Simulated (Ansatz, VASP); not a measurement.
# K: VASP beside Ansatz

```
CELL_PARAMETERS angstrom
-2.61800 2.67036 2.61800
2.61800 -2.67036 2.61800
2.61800 2.67036 -2.61800
ATOMIC_POSITIONS crystal
K 0.00000 0.00000 0.00000
```

Change from the starting cell: strain +0.0200 x Voigt [0, 1, 0, 0, 0, 0], atoms carried along.

Alike in both runs: task single point; functional LDA; k mesh 14 × 14 × 14; occupations gaussian, width 0.15 eV; no spin polarisation.

|  | VASP | Ansatz |
| --- | --- | --- |
| version | VASP 6.6.1 | Ansatz 0.2.0 |
| potentials or method | VASP PAW LDA potentials, release 64 (K_sv), cutoff 520 eV | scalar-relativistic, plane waves, PAW |
| valence electrons in the cell | 9 | 9 |

|  | VASP | Ansatz | Ansatz less VASP |
| --- | --- | --- | --- |
| gap on the k mesh at the Fermi level (eV) | none | none | - |
| pressure (GPa) | -0.5 | -0.5 | +0.01 |

LDA's correlation is that of Perdew and Zunger in VASP and of Perdew and Wang (1992) in Ansatz. A gap of «none» marks a metal or a gap that the smearing closes.
